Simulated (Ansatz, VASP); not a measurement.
# Pt: VASP beside Ansatz

```
Pt
1.0
     1.97011    1.97011    0.00000
    -1.97011    1.97011    0.00000
     0.00000    0.00000    4.05843
Pt
2
Direct
  0.00000 0.00000 0.00000
  0.50000 0.50000 0.50000
```

Change from the starting cell: strain along c alone, the other axes held, atoms relaxed: +3.0 %.

Alike in both runs: task single point; functional r2SCAN; k mesh 18 × 18 × 14; occupations gaussian, width 0.1 eV; no spin polarisation.

|  | VASP | Ansatz |
| --- | --- | --- |
| version | VASP 6.6.1 | Ansatz 0.2.0 |
| potentials or method | VASP PAW PBE potentials, release 64 (Pt), cutoff 520 eV | scalar-relativistic, plane waves, PAW |
| valence electrons in the cell | 20 | 36 |

```csv
,VASP,Ansatz,Ansatz less VASP
gap on the k mesh at the Fermi level (eV),none,none,-
pressure (GPa),-6.8,-7.3,-0.55
"traceless stress, the component that is largest in VASP (GPa)",-1.64,-1.61,+0.033
```

VASP's potentials were made for PBE, not for r2SCAN. A gap of «none» marks a metal or a gap that the smearing closes. VASP's potentials hold 20 valence electrons a cell and Ansatz's 36, so a difference there can come from the potentials and not from the codes.

Neither program's run includes spin-orbit coupling.
